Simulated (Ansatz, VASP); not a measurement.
## Ca: VASP beside Ansatz

```
Ca
1.0
    -2.06080    2.06080    2.24000
     2.06080   -2.06080    2.24000
     2.06080    2.06080   -2.24000
Ca
1
Cartesian
  0.0000 0.0000 0.0000
```

Change from the starting cell: strain -0.080 along x and y, +0.000 along z, atoms carried along.

Alike in both runs: task single point; functional PBEsol; k mesh 16 × 16 × 16; occupations gaussian, width 0.15 eV; no spin polarisation.

|  | VASP | Ansatz |
| --- | --- | --- |
| version | VASP 6.6.1 | Ansatz 0.2.0 |
| potentials or method | VASP PAW PBE potentials, release 64 (Ca_sv), cutoff 520 eV | scalar-relativistic, plane waves, PAW |
| valence electrons in the cell | 10 | 10 |

|  | VASP | Ansatz | Ansatz less VASP |
| --- | --- | --- | --- |
| gap on the k mesh at the Fermi level (eV) | none | none | - |
| pressure (GPa) | 1.2 | 1.2 | -0.01 |
| traceless stress, the component that is largest in VASP (GPa) | 0.10 | 0.10 | +0.004 |

VASP's potentials were made for PBE, not for PBEsol. A gap of «none» marks a metal or a gap that the smearing closes.
